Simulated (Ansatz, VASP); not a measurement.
## BN in VASP and in Ansatz

INCAR

```
SYSTEM = BN
PREC = Accurate
ENCUT = 520
EDIFF = 1E-6
ISMEAR = 0
SIGMA = 0.05
LREAL = .False.
LASPH = .True.
NELM = 100
ALGO = Normal
ISIF = 2
LWAVE = .False.
LCHARG = .False.
GGA = PE
NBANDS = 26
```

The input KPOINTS:

```
Automatic mesh
0
Gamma
  6 6 10
  0 0 0
```

Contents of POSCAR:

```
BN
1.0
    4.4559000000      0.0000000000      0.0000000000
    0.0000000000      4.4559000000      0.0000000000
    0.0000000000      0.0000000000      2.2433000000
B N
4 4
Direct
    0.1742811368      0.8257188632      0.5000000000
    0.3257188632      0.3257188632      0.0000000000
    0.6742811368      0.6742811368      0.0000000000
    0.8257188632      0.1742811368      0.5000000000
    0.8126115048      0.8126115048      0.5000000000
    0.3126115048      0.6873884952      0.0000000000
    0.6873884952      0.3126115048      0.0000000000
    0.1873884952      0.1873884952      0.5000000000
```

Input for Ansatz:

```yaml
crystal:
  lattice:
    - [4.4559, 0.0, 0.0]
    - [0.0, 4.4559, 0.0]
    - [0.0, 0.0, 2.2433]
  atoms:
    - { symbol: B, position: [0.1742811368, 0.8257188632, 0.5] }
    - { symbol: B, position: [0.3257188632, 0.3257188632, 0.0] }
    - { symbol: B, position: [0.6742811368, 0.6742811368, 0.0] }
    - { symbol: B, position: [0.8257188632, 0.1742811368, 0.5] }
    - { symbol: "N", position: [0.8126115048, 0.8126115048, 0.5] }
    - { symbol: "N", position: [0.3126115048, 0.6873884952, 0.0] }
    - { symbol: "N", position: [0.6873884952, 0.3126115048, 0.0] }
    - { symbol: "N", position: [0.1873884952, 0.1873884952, 0.5] }
basis:
  ecutwfc: 520.0
kpoints:
  mp_grid: { grid: [6, 6, 10] }
hamiltonian:
  xc: pbe
  pseudopotentials: { kind: paw, azcp: { folder: soft_1 } }
scf:
  occupations: { method: gaussian, width: 0.05 }
output:
  forces: true
  stress: true
  eigenvalues: true
  write_density: true
  write_potential: true
  elf: true
  volumetric_format: npy
```

Alike in both runs: task single point; functional PBE; k mesh 6 × 6 × 10; occupations gaussian, width 0.05 eV; no spin polarisation.

|  | VASP | Ansatz |
| --- | --- | --- |
| version | VASP 6.6.1 | Ansatz 0.2.0 |
| potentials or method | VASP PAW PBE potentials, release 64 (B, N), cutoff 520 eV | scalar-relativistic, plane waves, PAW |
| valence electrons in the cell | 32 | 32 |

VASP gave:

| Quantity | Value |
| --- | --- |
| gap on the k mesh at the Fermi level (eV) | 4.01 |
| least direct gap on the mesh (eV) | 5.48 |
| rms of the force components (eV/Å) | 0.857 |

Estimate Ansatz's values.

gap on the k mesh at the Fermi level (eV): 4.03; least direct gap on the mesh (eV): 5.49; rms of the force components (eV/Å): 0.838.

Atom by atom the forces differ by 0.019 eV/Å (rms over components).
